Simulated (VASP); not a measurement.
# Zn4HSe4 (a cell with a defect) in VASP: a series of runs, part 2 of 2

VASP 6.6.1.

## 3. Single point, LDA

The input, INCAR:

```
PREC = Accurate ; ENCUT = 520
EDIFF = 1E-6 ; ISMEAR = 0
SIGMA = 0.05 ; LREAL = False
LASPH = True ; NELM = 60
ALGO = Normal ; ISIF = 2
LWAVE = False ; LCHARG = False
GGA = CA ; NELECT = 72.0
NBANDS = 46
```

The input, KPOINTS:

```
Automatic mesh
0
Gamma
  6 6 6
```

The input, POSCAR:

```
Zn4HSe4
1.0
   -3.9820046754     -3.9820046754      0.0000000000
   -3.9820046754      3.9820046754      0.0000000000
    3.9820046754      0.0000000000     -5.2585263399
Zn Se H
4 4 1
Direct
    0.9745874354      1.0056111946      1.0048130902
    0.4939899439      0.4987598988      1.0135299750
    1.0017688305      0.4986194102      1.0132577079
    0.5132071531      1.0064177013      1.0055055966
    0.1051601284      0.6089887591      0.7274599514
    0.6019574602      0.1203327759      0.7215617233
    0.8862891818      0.8866465438      0.2902210595
    0.3803532479      0.3636006656      0.2787519306
    1.0009992195      0.3026689848      0.5204397282
```

Potentials or basis: VASP PAW LDA potentials, release 64 (Zn, Se, H).

Command:

```console
> cat potpaw_LDA.64/Zn/POTCAR potpaw_LDA.64/Se/POTCAR potpaw_LDA.64/H/POTCAR > POTCAR
> mpirun -np 1 vasp_std > vasp.out
```

OUTCAR:

```text
PREC = Accurate
   ENCUT = 520
   EDIFF = 1E-6
   ISMEAR = 0
   LREAL = False
   LASPH = True
   NELM = 60
   ISIF = 2
   GGA = CA
   NELECT = 72.0

 ion  position               nearest neighbor table
   1  0.975  0.006  0.005-   8 2.43   6 2.45   7 2.47   5 2.56   4 2.60   3 2.76   3 2.88   4 3.03

   2  0.494  0.499  0.014-   6 2.47   7 2.48   8 2.48   5 2.49   4 2.75   3 2.77   3 2.86   4 2.88

   3  0.002  0.499  0.013-   6 2.47   8 2.48   7 2.48   5 2.49   1 2.76   2 2.77   2 2.86   1 2.88

   4  0.513  0.006  0.006-   8 2.43   6 2.45   7 2.47   5 2.56   1 2.60   2 2.75   2 2.88   1 3.03

   5  0.105  0.609  0.727-   9 1.58   2 2.49   3 2.49   1 2.56   4 2.56
   6  0.602  0.120  0.722-   4 2.45   1 2.45   3 2.47   2 2.47
   7  0.886  0.887  0.290-   4 2.47   1 2.47   2 2.48   3 2.48
   8  0.380  0.364  0.279-   4 2.43   1 2.43   3 2.48   2 2.48
   9  0.001  0.303  0.520-   5 1.58

  LATTYP: Found a body centered tetragonal cell.
 ALAT       =     5.6314050174
 C/A-ratio  =     1.8675717068

  Lattice vectors:

 A1 = (   0.0000000000,  -3.9820046754,   5.2585263399)
 A2 = (   0.0000000000,   3.9820046754,   5.2585263399)
 A3 = (  -3.9820046754,   0.0000000000,  -5.2585263399)

Analysis of symmetry for initial positions (statically):
=====================================================================
 Subroutine PRICEL returns:
 Original cell was already a primitive cell.

 Routine SETGRP: Setting up the symmetry group for a
 body centered tetragonal supercell.

 Subroutine GETGRP returns: Found  1 space group operations
 (whereof  1 operations were pure point group operations)
 out of a pool of 16 trial point group operations.

The static configuration has the point symmetry C_1 .

Analysis of symmetry for dynamics (positions and initial velocities):
=====================================================================
 Subroutine PRICEL returns:
 Original cell was already a primitive cell.

 Routine SETGRP: Setting up the symmetry group for a
 body centered tetragonal supercell.

 Subroutine GETGRP returns: Found  1 space group operations
 (whereof  1 operations were pure point group operations)
 out of a pool of 16 trial point group operations.

The dynamic configuration has the point symmetry C_1 .

 Subroutine INISYM returns: Found  1 space group operations
 (whereof  1 operations are pure point group operations),
 and found     1 'primitive' translations

----------------------------------------------------------------------------------------

                                     Primitive cell

  volume of cell :     166.7622

  direct lattice vectors                    reciprocal lattice vectors
    -3.982004675 -3.982004675  0.000000000    -0.125564895 -0.125564895 -0.095083673
    -3.982004675  3.982004675  0.000000000    -0.125564895  0.125564895 -0.095083673
     3.982004675  0.000000000 -5.258526340     0.000000000  0.000000000 -0.190167346

  length of vectors
     5.631405017  5.631405017  6.596094337     0.201429866  0.201429866  0.190167346

  position of ions in fractional coordinates (direct lattice)
     0.974587435  0.005611195  0.004813090
     0.493989944  0.498759899  0.013529975
[... 70 lines left out ...]
 -0.333333  0.166667 -0.166667      2.000000
 -0.166667 -0.333333  0.000000      2.000000
 [... further k-points ...]
   k-points           NKPTS =    112   k-points in BZ     NKDIM =    112   number of bands    NBANDS=     46
   number of dos      NEDOS =    301   number of ions     NIONS =      9
   total plane-waves  NPLWV =  88200
   dimension x,y,z NGX =    42 NGY =   42 NGZ =   50
   dimension x,y,z NGXF=    84 NGYF=   84 NGZF=  100
   ions per type =               4   4   1
   NGX,Y,Z   is equivalent  to a cutoff of  12.40, 12.40, 12.60 a.u.
   NGXF,Y,Z  is equivalent  to a cutoff of  24.80, 24.80, 25.20 a.u.
 SYSTEM =  unknown system
   PREC   = accura    normal or accurate (medium, high low for compatibility)
   ISTART =      0    job   : 0-new  1-cont  2-samecut
   ICHARG =      2    charge: 1-file 2-atom 10-const
   ISPIN  =      1    spin polarized calculation?
   LNONCOLLINEAR =      F non collinear calculations
   LSORBIT =      F    spin-orbit coupling
   LASPH  =      T    aspherical Exc in radial PAW
   ENCUT  =  520.0 eV  38.22 Ry    6.18 a.u.  10.47 10.47 12.26*2*pi/ulx,y,z
   NELM   =     60;   NELMIN=  2; NELMDL= -5     # of ELM steps
   EDIFF  = 0.1E-05   stopping-criterion for ELM
   LREAL  =      F    real-space projection
   EDIFFG = 0.1E-04   stopping-criterion for IOM
   NSW    =      0    number of steps for IOM
   IBRION =     -1    ionic relax: 0-MD 1-quasi-New 2-CG
   NFREE  =      0    steps in history (QN), initial steepest desc. (CG)
   ISIF   =      2    stress and relaxation
   ISYM   =      2    0-nonsym 1-usesym 2-fastsym
   POTIM  = 0.5000    time-step for ionic-motion
   TEBEG  =    0.0;   TEEND  =   0.0 temperature during run
   PSTRESS=    0.0 pullay stress
   NELECT =      72.0000    total number of electrons
   NUPDOWN=      -1.0000    fix difference up-down
   EMIN   =  10.00;   EMAX   =-10.00  energy-range for DOS
   EFERMI =   0.00;   METHOD = LEGACY
   ISMEAR =     0;   SIGMA  =   0.05  broadening in eV -4-tet -1-fermi 0-gaus
   EFERMI_NEDOS =   21; number of points for ismear=-14 and -15
   IALGO  =     38    algorithm
   IMIX   =      4    mixing-type and parameters
     AMIX     =   0.40;   BMIX     =  1.00
     AMIX_MAG =   1.60;   BMIX_MAG =  1.00
  volume/ion in A,a.u.               =      18.53       125.04
  Fermi-wavevector in a.u.,A,eV,Ry     =   1.237333  2.338220 20.830412  1.530992
  Thomas-Fermi vector in A             =   2.371904
   LORBIT       =      0    0 simple, 1 ext, 2 COOP (PROOUT), +10 PAW based schemes
   GGA     = CA    functional components
   LHFCALC =     F    Hartree Fock is set to
   AEXX    =    0.0000 exact exchange contribution
   IVDW    =     0    specifies the selected vdW correction
   LEPSILON=     F    determine dielectric tensor
   LRPA    =     F    only Hartree local field effects (RPA)
 non-spin polarized calculation
 Gauss-broadening in eV      SIGMA  =   0.05
  energy-cutoff  :      520.00
  volume of cell :      166.76
 maximum number of plane-waves:      4555
 NGX is ok and might be reduce to    42
   NGX = 21   NGY = 21   NGZ = 25

 number of electron      72.0000001 magnetization

 Free energy of the ion-electron system (eV)
  ---------------------------------------------------
  ext. energy  EPLUGINS =         0.00000000
  ---------------------------------------------------
  free energy    TOTEN  =       -33.66761523 eV

  energy without entropy =      -33.66761523  energy(sigma->0) =      -33.66761523

 E-fermi :   2.6209     XC(G=0): -10.1431

 val. band max:        2.4078971294   @ k =   0.0000   0.0000   0.0000
 cond. band min:       3.7035551736   @ k =   0.0000   0.0000   0.0000
 fundamental gap:      1.2956580443
 Fermi energy:         2.6209442253

 k-point     1 :       0.0000    0.0000    0.0000
  band No.  band energies     occupation
      1     -11.7138      2.00000
      2     -10.4818      2.00000
      3     -10.1593      2.00000
      4      -9.9588      2.00000
      5      -5.2068      2.00000
      6      -5.0298      2.00000
[... 1165 lines left out ...]
     45       8.5047      0.00000
     46       8.7235      0.00000

 [... further k-points ...]

------------------------ aborting loop because EDIFF is reached ----------------------------------------

  FORCE on cell =-STRESS in cart. coord.  units (eV):
  Direction    XX          YY          ZZ          XY          YZ          ZX
  --------------------------------------------------------------------------------------
  -------------------------------------------------------------------------------------
  Total       -6.3035894     -6.2981976     -7.5389074      1.2869482      0.8178752     -0.8110241
  in kB      -60.5620987    -60.5102966    -72.4304883     12.3644291      7.8577836     -7.7919608
  external PRESSURE =     -64.5009612 kB  Pullay stress =       0.0000000 kB

 VOLUME and BASIS-vectors are now :
 -----------------------------------------------------------------------------
  energy-cutoff  :      520.00
  volume of cell :      166.76
      direct lattice vectors                 reciprocal lattice vectors
    -3.982004675 -3.982004675  0.000000000    -0.125564895 -0.125564895 -0.095083673
    -3.982004675  3.982004675  0.000000000    -0.125564895  0.125564895 -0.095083673
     3.982004675  0.000000000 -5.258526340     0.000000000  0.000000000 -0.190167346

 POSITION                                       TOTAL-FORCE (eV/Angst)
 -----------------------------------------------------------------------------------
     -3.88399     -3.85847     -0.02531        -0.003296     -0.010217      0.007471
     -3.89926      0.01899     -0.07115        -0.000259     -0.000952     -0.000604
     -1.93976      1.97846     -0.06972         0.000802      0.001143     -0.001999
     -2.04723     -2.01804     -0.02895         0.011092      0.002525      0.008806
      0.05300      2.00625     -3.82537        -0.010934      0.011615      0.031883
     -0.00290     -1.91783     -3.79435        -0.002795      0.003690      0.057404
     -5.90418      0.00142     -1.52614        -0.002537      0.001281     -0.060458
     -1.85244     -0.06671     -1.46582        -0.000042     -0.000253     -0.058007
      0.86319      1.20125     -2.73675         0.007970     -0.008832      0.015505
 -----------------------------------------------------------------------------------
    total drift:                               -0.000594      0.001003     -0.000060

  FREE ENERGIE OF THE ION-ELECTRON SYSTEM (eV)
  ---------------------------------------------------
  free  energy   TOTEN  =       -33.6676152267 eV

  energy  without entropy=      -33.6676152267  energy(sigma->0) =      -33.66761523
```

It took 17 min on 1 thread of Oxide Virtual Turin-like, shared host; peak memory 0.69 GiB.

What came out:

- Free energy: -33.6676 eV
- Largest force: 0.061 eV/Å

Forces on the atoms (eV/Å):
```
Zn  -0.003 -0.010  0.007
Zn   0.000 -0.001 -0.001
Zn   0.001  0.001 -0.002
Zn   0.011  0.003  0.009
Se  -0.011  0.012  0.032
Se  -0.003  0.004  0.057
Se  -0.003  0.001 -0.060
Se   0.000  0.000 -0.058
H    0.008 -0.009  0.016
```

Caveat: the cell carries a net charge on a neutralising background, which shifts energy and pressure; the cell is charged against a uniform background, so pressure and absolute levels hang on convention.
